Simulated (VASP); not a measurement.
# Si: single point with PBE

Si:

```
Si
1.0
     7.28129    0.01384   -0.24313
     0.01384    7.47160   -0.05840
    -0.24313   -0.05840    7.15235
Si
20
Direct
  0.14762 0.48581 0.45888
  0.33177 0.48981 0.11903
  0.92115 0.88451 0.17203
  0.00982 0.54234 0.01255
  0.69595 0.91889 0.54277
  0.05144 0.96323 0.63704
  0.13920 0.74625 0.83636
  0.42784 0.72508 0.51634
  0.03250 0.31431 0.75055
  0.73906 0.77849 0.81750
  0.60818 0.29862 0.21003
  0.88912 0.16016 0.45289
  0.38329 0.88075 0.83180
  0.48061 0.27585 0.87584
  0.91178 0.68990 0.41257
  0.59206 0.51710 0.72428
  0.52651 0.77719 0.19131
  0.38682 0.30127 0.39730
  0.31396 0.04390 0.15934
  0.97993 0.25024 0.06870
```

```
Program             : VASP 6.6.1
Task                : single point
Functional          : PBE
Potentials or basis : VASP PAW PBE potentials, release 64 (Si)
Cutoff              : 520 eV
k mesh              : 1 × 1 × 1, shifted
Occupations         : fermi-dirac, width 0.218 eV
Spin                : no spin polarisation
```

```yaml
Pressure: 0.7 GPa
Largest_force: 4.894 eV/Å
Band_gap_on_the_k_mesh: 0.12 eV
```

Forces in eV/Å, atoms in the order of the input:
```
Si  -0.148  0.017  1.029
Si   0.549  0.289 -0.428
Si   0.042  0.757 -1.316
Si  -0.715  1.075  0.771
Si   0.377  0.613 -1.360
Si   0.495  0.063 -0.431
Si  -3.364 -2.203  0.572
Si  -0.995 -0.921  0.174
Si   0.038 -0.133 -0.983
Si   0.374  0.214  2.445
Si   1.733 -0.203 -1.820
Si  -0.358  0.691 -0.968
Si   4.215  2.486 -0.070
Si  -0.766 -0.466  1.041
Si  -0.496  0.038  0.402
Si  -0.040 -0.153 -1.139
Si  -0.002  0.049 -0.182
Si  -0.859 -0.805  1.449
Si  -0.226  0.141 -0.087
Si   0.146 -1.548  0.899
```

Stress tensor (GPa, compression positive):
```
 1.62  3.24  1.51
 3.24 -1.04 -1.63
 1.51 -1.63  1.60
```

Levels at points of the mesh, in eV from the valence-band top:
```tsv
k point	band 36	band 37	band 38	band 39	band 40	band 41	band 42	band 43	band 44	band 45
(0.25, 0.25, 0.25)	-1.02	-0.69	-0.37	-0.20	0.00	0.12	0.30	0.48	0.71	0.81
```

It took 44 s on 1 thread of Intel(R) Xeon(R) Platinum 8375C CPU @ 2.90GHz (Ice Lake), on a shared host, peak memory 0.35 GiB.

Caveat: the k points lie up to 0.88 Å⁻¹ apart.
